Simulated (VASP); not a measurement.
# SnO in VASP: a series of runs

Runs on SnO. Level: PBE+D3(BJ). Tasks: single point.

Program: VASP 6.6.1. These are calculated values, not measurements. Logs are shortened: lines on timing, memory, paths and dates and some standing lists are left out, and cuts for length are marked.

## (1) The cell of the first run

The cell holds a slab with vacuum, 4 atoms: a = 3.820 Å, b = 3.820 Å, c = 30.633 Å, α = 90.00°, β = 90.00°, γ = 90.00°.

## (2) Single point, PBE+D3(BJ)

File INCAR:

```
SYSTEM = SnO
PREC = Accurate ; ENCUT = 520
EDIFF = 1E-7 ; ISMEAR = 0
SIGMA = 0.02 ; LREAL = .FALSE.
LASPH = .TRUE. ; NELM = 80
ALGO = Normal ; ISIF = 2
LWAVE = .FALSE. ; LCHARG = .TRUE.
LDIPOL = .TRUE. ; IDIPOL = 3
DIPOL = 0.5 0.5 0.500 ; GGA = PE
IVDW = 12 ; LELF = .TRUE.
LVHAR = .TRUE. ; LVACPOTAV = .TRUE.
NBANDS = 28
```

File KPOINTS:

```
regular mesh
0
G
  6 6 1
  0 0 0
```

File POSCAR:

```
SnO
1.0
    3.8201630918      0.0000000000      0.0000000000
    0.0000000000      3.8201630918      0.0000000000
    0.0000000000      0.0000000000     30.6327603285
Sn O
2 2
Direct
    0.7500000000      0.2500000000      0.4614295115
    0.2500000000      0.7500000000      0.5385704885
    0.2500000000      0.2500000000      0.5000000000
    0.7500000000      0.7500000000      0.5000000000
```

Potentials or basis: VASP PAW PBE potentials, release 64 (Sn_d, O).

Command:

```bash
> cat potpaw_PBE.64/Sn_d/POTCAR potpaw_PBE.64/O/POTCAR > POTCAR
> mpirun -np 1 vasp_std > vasp.out
```

OUTCAR:

```text
SYSTEM = SnO
   PREC = Accurate
   ENCUT = 520
   EDIFF = 1E-7
   ISMEAR = 0
   LREAL = .FALSE.
   LASPH = .TRUE.
   NELM = 80
   ISIF = 2
   GGA = PE
   IVDW = 12
 IVDW          = 12

 ion  position               nearest neighbor table
   1  0.750  0.250  0.461-   3 2.25   4 2.25   4 2.25   3 2.25   2 3.59   2 3.59   2 3.59   2 3.59

   2  0.250  0.750  0.539-   3 2.25   4 2.25   3 2.25   4 2.25   1 3.59   1 3.59   1 3.59   1 3.59

   3  0.250  0.250  0.500-   1 2.25   2 2.25   2 2.25   1 2.25
   4  0.750  0.750  0.500-   1 2.25   2 2.25   1 2.25   2 2.25

  LATTYP: Found a simple tetragonal cell.
 ALAT       =     3.8201630918
 C/A-ratio  =     8.0187048543

  Lattice vectors:

 A1 = (   3.8201630918,   0.0000000000,   0.0000000000)
 A2 = (   0.0000000000,   3.8201630918,   0.0000000000)
 A3 = (   0.0000000000,   0.0000000000,  30.6327603285)

Analysis of symmetry for initial positions (statically):
=====================================================================
 Subroutine PRICEL returns:
 Original cell was already a primitive cell.

 Routine SETGRP: Setting up the symmetry group for a
 simple tetragonal supercell.

 Subroutine GETGRP returns: Found 16 space group operations
 (whereof  4 operations were pure point group operations)
 out of a pool of 16 trial point group operations.

The static configuration has the point symmetry C_2h.
 The point group associated with its full space group is D_4h.

Analysis of symmetry for dynamics (positions and initial velocities):
=====================================================================
 Subroutine PRICEL returns:
 Original cell was already a primitive cell.

 Routine SETGRP: Setting up the symmetry group for a
 simple tetragonal supercell.

 Subroutine GETGRP returns: Found 16 space group operations
 (whereof  4 operations were pure point group operations)
 out of a pool of 16 trial point group operations.

The dynamic configuration has the point symmetry C_2h.
 The point group associated with its full space group is D_4h.

 Subroutine INISYM returns: Found 16 space group operations
 (whereof  4 operations are pure point group operations),
 and found     1 'primitive' translations

----------------------------------------------------------------------------------------

                                     Primitive cell

  volume of cell :     447.0437

  direct lattice vectors                    reciprocal lattice vectors
     3.820163092  0.000000000  0.000000000     0.261768929  0.000000000  0.000000000
     0.000000000  3.820163092  0.000000000     0.000000000  0.261768929  0.000000000
     0.000000000  0.000000000 30.632760329     0.000000000  0.000000000  0.032644789

  length of vectors
     3.820163092  3.820163092 30.632760329     0.261768929  0.261768929  0.032644789

  position of ions in fractional coordinates (direct lattice)
     0.750000000  0.250000000  0.461429512
     0.250000000  0.750000000  0.538570488
     0.250000000  0.250000000  0.500000000
     0.750000000  0.750000000  0.500000000

  ion indices of the primitive-cell ions
   primitive index   ion index
                 1           1
                 2           2
                 3           3
                 4           4

----------------------------------------------------------------------------------------

 KPOINTS: regular mesh

Automatic generation of k-mesh.
 Grid dimensions read from file:
 generate k-points for:    6    6    1

 Generating k-lattice:

  Cartesian coordinates                     Fractional coordinates (reciprocal lattice)
     0.043628155  0.000000000  0.000000000     0.166666667  0.000000000  0.000000000
     0.000000000  0.043628155  0.000000000     0.000000000  0.166666667  0.000000000
     0.000000000  0.000000000  0.032644789     0.000000000  0.000000000  1.000000000

  Length of vectors
     0.043628155  0.043628155  0.032644789

  Shift w.r.t. Gamma in fractional coordinates (k-lattice)
     0.000000000  0.000000000  0.000000000

 Subroutine IBZKPT returns following result:
 ===========================================

 Found     10 irreducible k-points:

 Following reciprocal coordinates:
            Coordinates               Weight
  0.000000  0.000000  0.000000      1.000000
  0.166667  0.000000  0.000000      4.000000
  0.333333  0.000000  0.000000      4.000000
  0.500000  0.000000  0.000000      2.000000
  0.166667  0.166667  0.000000      4.000000
  0.333333  0.166667  0.000000      8.000000
  0.500000  0.166667  0.000000      4.000000
  0.333333  0.333333  0.000000      4.000000
  0.500000  0.333333  0.000000      4.000000
  0.500000  0.500000  0.000000      1.000000
   k-points           NKPTS =     10   k-points in BZ     NKDIM =     10   number of bands    NBANDS=     28
   number of dos      NEDOS =    301   number of ions     NIONS =      4
   total plane-waves  NPLWV = 188160
   dimension x,y,z NGX =    28 NGY =   28 NGZ =  240
   dimension x,y,z NGXF=    56 NGYF=   56 NGZF=  480
   ions per type =               2   2
   NGX,Y,Z   is equivalent  to a cutoff of  12.19, 12.19, 13.02 a.u.
   NGXF,Y,Z  is equivalent  to a cutoff of  24.37, 24.37, 26.05 a.u.
 SYSTEM =  SnO
   PREC   = accura    normal or accurate (medium, high low for compatibility)
   ISTART =      0    job   : 0-new  1-cont  2-samecut
   ICHARG =      2    charge: 1-file 2-atom 10-const
   ISPIN  =      1    spin polarized calculation?
   LNONCOLLINEAR =      F non collinear calculations
   LSORBIT =      F    spin-orbit coupling
   LASPH  =      T    aspherical Exc in radial PAW
   ENCUT  =  520.0 eV  38.22 Ry    6.18 a.u.   7.10  7.10 56.96*2*pi/ulx,y,z
   NELM   =     80;   NELMIN=  2; NELMDL= -5     # of ELM steps
   EDIFF  = 0.1E-06   stopping-criterion for ELM
   LREAL  =      F    real-space projection
   EDIFFG = 0.1E-05   stopping-criterion for IOM
   NSW    =      0    number of steps for IOM
   IBRION =     -1    ionic relax: 0-MD 1-quasi-New 2-CG
   NFREE  =      0    steps in history (QN), initial steepest desc. (CG)
   ISIF   =      2    stress and relaxation
   ISYM   =      2    0-nonsym 1-usesym 2-fastsym
   POTIM  = 0.5000    time-step for ionic-motion
   TEBEG  =    0.0;   TEEND  =   0.0 temperature during run
   PSTRESS=    0.0 pullay stress
   NELECT =      40.0000    total number of electrons
   NUPDOWN=      -1.0000    fix difference up-down
   EMIN   =  10.00;   EMAX   =-10.00  energy-range for DOS
   EFERMI =   0.00;   METHOD = LEGACY
   ISMEAR =     0;   SIGMA  =   0.02  broadening in eV -4-tet -1-fermi 0-gaus
   EFERMI_NEDOS =   21; number of points for ismear=-14 and -15
   IALGO  =     38    algorithm
   IMIX   =      4    mixing-type and parameters
     AMIX     =   0.40;   BMIX     =  1.00
     AMIX_MAG =   1.60;   BMIX_MAG =  1.00
  volume/ion in A,a.u.               =     111.76       754.20
  Fermi-wavevector in a.u.,A,eV,Ry     =   0.732225  1.383706  7.294820  0.536154
  Thomas-Fermi vector in A             =   1.824636
   LORBIT       =      0    0 simple, 1 ext, 2 COOP (PROOUT), +10 PAW based schemes
   GGA     = PE    functional components
   LHFCALC =     F    Hartree Fock is set to
   AEXX    =    0.0000 exact exchange contribution
   IVDW    =    12    specifies the selected vdW correction
   LEPSILON=     F    determine dielectric tensor
   LRPA    =     F    only Hartree local field effects (RPA)
 non-spin polarized calculation
 Gauss-broadening in eV      SIGMA  =   0.02
  energy-cutoff  :      520.00
  volume of cell :      447.04
 maximum number of plane-waves:     12070
   NGX = 15   NGY = 15   NGZ =113

 dipolmoment           0.000000      0.000000      0.000000 electrons x Angstroem

 number of electron      39.9999978 magnetization

 dipolmoment           0.000000      0.000000     -0.000000 electrons x Angstroem

 Free energy of the ion-electron system (eV)
  ---------------------------------------------------
  ext. energy  EPLUGINS =         0.00000000
  ---------------------------------------------------
  free energy    TOTEN  =       -22.57797400 eV

  energy without entropy =      -22.57797400  energy(sigma->0) =      -22.57797400

 E-fermi :  -3.4602     XC(G=0):  -2.0826

 val. band max:       -3.6084844206   @ k =   0.1667   0.1667   0.0000
 cond. band min:      -0.5163375251   @ k =   0.0000   0.0000   0.0000
 fundamental gap:      3.0921468955
 Fermi energy:        -3.4602098746

 k-point     1 :       0.0000    0.0000    0.0000
  band No.  band energies     occupation
      1     -24.1935      2.00000
      2     -23.8328      2.00000
      3     -23.7947      2.00000
      4     -23.7947      2.00000
      5     -23.7794      2.00000
      6     -23.7494      2.00000
[... 20 lines left out ...]
     27       2.0116      0.00000
     28       2.2513      0.00000

 k-point     2 :       0.1667    0.0000    0.0000
  band No.  band energies     occupation
      1     -24.1814      2.00000
      2     -23.8401      2.00000
      3     -23.7971      2.00000
      4     -23.7934      2.00000
      5     -23.7889      2.00000
      6     -23.7853      2.00000
[... 20 lines left out ...]
     27       2.2943      0.00000
     28       2.4309      0.00000

 k-point     3 :       0.3333    0.0000    0.0000
  band No.  band energies     occupation
      1     -24.1475      2.00000
      2     -23.9700      2.00000
      3     -23.8023      2.00000
      4     -23.7967      2.00000
      5     -23.7878      2.00000
      6     -23.7862      2.00000
[... 20 lines left out ...]
     27       2.9015      0.00000
     28       3.1700      0.00000

 k-point     4 :       0.5000    0.0000    0.0000
  band No.  band energies     occupation
      1     -24.0829      2.00000
      2     -24.0829      2.00000
      3     -23.8036      2.00000
      4     -23.8036      2.00000
      5     -23.7817      2.00000
      6     -23.7817      2.00000
[... 144 lines left out ...]
     27       4.0216      0.00000
     28       4.0217      0.00000

 k-point     9 :       0.5000    0.3333    0.0000
  band No.  band energies     occupation
      1     -24.1186      2.00000
      2     -24.1186      2.00000
      3     -23.7978      2.00000
      4     -23.7978      2.00000
      5     -23.7727      2.00000
      6     -23.7727      2.00000
[... 20 lines left out ...]
     27       3.9836      0.00000
     28       3.9836      0.00000

 k-point    10 :       0.5000    0.5000    0.0000
  band No.  band energies     occupation
      1     -24.1332      2.00000
      2     -24.1332      2.00000
      3     -23.8002      2.00000
      4     -23.8002      2.00000
      5     -23.7623      2.00000
      6     -23.7623      2.00000
[... 20 lines left out ...]
     27       3.9072      0.00000
     28       3.9072      0.00000

------------------------ aborting loop because EDIFF is reached ----------------------------------------

 vacuum level on the upper side and lower side of the slab       (xc-potential included)        -0.113        -0.113

 Edisp (eV)   -0.54856

 E8    (eV) :    -0.2481

  FORCE on cell =-STRESS in cart. coord.  units (eV):
  Direction    XX          YY          ZZ          XY          YZ          ZX
  --------------------------------------------------------------------------------------
  -------------------------------------------------------------------------------------
  Total       0.10760     0.10760     0.16466     0.00000     0.00000    -0.00000
  in kB       0.38564     0.38564     0.59013     0.00000     0.00000    -0.00000
  external pressure =        0.45 kB  Pullay stress =        0.00 kB

 VOLUME and BASIS-vectors are now :
 -----------------------------------------------------------------------------
  energy-cutoff  :      520.00
  volume of cell :      447.04
      direct lattice vectors                 reciprocal lattice vectors
     3.820163092  0.000000000  0.000000000     0.261768929  0.000000000  0.000000000
     0.000000000  3.820163092  0.000000000     0.000000000  0.261768929  0.000000000
     0.000000000  0.000000000 30.632760329     0.000000000  0.000000000  0.032644789

 POSITION                                       TOTAL-FORCE (eV/Angst)
 -----------------------------------------------------------------------------------
      2.86512      0.95504     14.13486         0.000000      0.000000     -0.097544
      0.95504      2.86512     16.49790        -0.000000      0.000000      0.097544
      0.95504      0.95504     15.31638        -0.000000      0.000000      0.000000
      2.86512      2.86512     15.31638         0.000000      0.000000      0.000000
 -----------------------------------------------------------------------------------
    total drift:                                0.000000     -0.000000     -0.000000

  FREE ENERGIE OF THE ION-ELECTRON SYSTEM (eV)
  ---------------------------------------------------
  free  energy   TOTEN  =       -23.1265380671 eV

  energy  without entropy=      -23.1265380671  energy(sigma->0) =      -23.12653807

 vacuum level on the upper side and lower side of the slab         1.789         1.789
```

It took 2.6 min on 1 thread of Intel Xeon Platinum 8488C (Sapphire Rapids), shared host; peak memory 0.46 GiB.

Results:

```
Free energy                            : -23.1265 eV
Largest force                          : 0.098 eV/Å
Band gap on the k mesh                 : 3.09 eV, indirect (least direct gap 3.14 eV)
Dispersion energy per atom             : -0.137 eV
Ionisation potential of the upper face : 5.40 eV
```

Forces in eV/Å, atoms in the order of the input:
```
Sn   0.000  0.000 -0.098
Sn   0.000  0.000  0.098
O    0.000  0.000  0.000
O    0.000  0.000  0.000
```

Levels at points of the mesh, in eV from the valence-band top:
```csv
k point,band 16,band 17,band 18,band 19,band 20,band 21,band 22,band 23,band 24,band 25
"(0.00, 0.00, 0.00)",-3.71,-2.08,-1.68,-1.68,-0.05,3.09,3.15,5.22,5.30,5.58
"(0.50, 0.00, 0.00)",-3.71,-3.31,-3.31,-0.52,-0.52,3.21,3.21,5.79,5.79,7.27
"(0.50, 0.50, 0.00)",-3.86,-1.03,-1.03,-0.66,-0.66,3.12,3.12,5.23,5.23,6.56
```

Caveat: spin-orbit coupling is left out, which moves the levels of the heavy elements.

## (3) Single point, PBE+D3(BJ)

This run uses another cell than the first one, of 112.70 Å³/atom, 1.008 times its volume.

File INCAR:

```
PREC = Accurate
ENCUT = 520
EDIFF = 1E-6
ISMEAR = 0
SIGMA = 0.02
LREAL = False
LASPH = True
NELM = 80
ALGO = Normal
ISIF = 2
LWAVE = False
LCHARG = True
LDIPOL = True
IDIPOL = 3
DIPOL = 0.5 0.5 0.500
GGA = PE
IVDW = 12
LELF = True
LVHAR = True
LVACPOTAV = True
NBANDS = 28
```

File KPOINTS:

```
Automatic mesh
0
Gamma
  6 6 1
```

File POSCAR:

```
SnO
1.0
    3.8361853615      0.0000000000      0.0000000000
    0.0000000000      3.8361853615      0.0000000000
    0.0000000000      0.0000000000     30.6327603285
Sn O
2 2
Direct
    0.7500000000      0.2500000000      0.4621911290
    0.2500000000      0.7500000000      0.5378088710
    0.2500000000      0.2500000000      0.5000000000
    0.7500000000      0.7500000000      0.5000000000
```

Potentials or basis: VASP PAW PBE potentials, release 64 (Sn_d, O).

Command:

```bash
> cat potpaw_PBE.64/Sn_d/POTCAR potpaw_PBE.64/O/POTCAR > POTCAR
> mpirun -np 1 vasp_std > vasp.out
```

Wall time 2.8 min (1 thread of Intel Xeon Platinum 8488C (Sapphire Rapids), shared host); peak memory 0.53 GiB.

The run converged. Its results:

* Free energy: -23.1164 eV
* Largest force: 0.425 eV/Å
* Band gap on the k mesh: 2.97 eV, indirect (least direct gap 3.01 eV)
* Dispersion energy per atom: -0.136 eV

Forces on the atoms (eV/Å):
```
Sn   0.000  0.000 -0.425
Sn   0.000  0.000  0.425
O    0.000  0.000  0.000
O    0.000  0.000  0.000
```

Levels at points of the mesh, in eV from the valence-band top:
| k point | band 16 | band 17 | band 18 | band 19 | band 20 | band 21 | band 22 | band 23 | band 24 | band 25 |
| --- | --- | --- | --- | --- | --- | --- | --- | --- | --- | --- |
| (0.00, 0.00, 0.00) | -3.70 | -2.18 | -1.86 | -1.86 | -0.04 | 2.97 | 3.00 | 5.19 | 5.25 | 5.54 |
| (0.50, 0.00, 0.00) | -3.81 | -3.48 | -3.48 | -0.53 | -0.53 | 3.23 | 3.23 | 5.69 | 5.69 | 7.22 |
| (0.50, 0.50, 0.00) | -3.94 | -1.21 | -1.21 | -0.68 | -0.68 | 3.13 | 3.13 | 5.25 | 5.25 | 6.55 |

Caveat: spin-orbit coupling is left out, which moves the levels of the heavy elements.
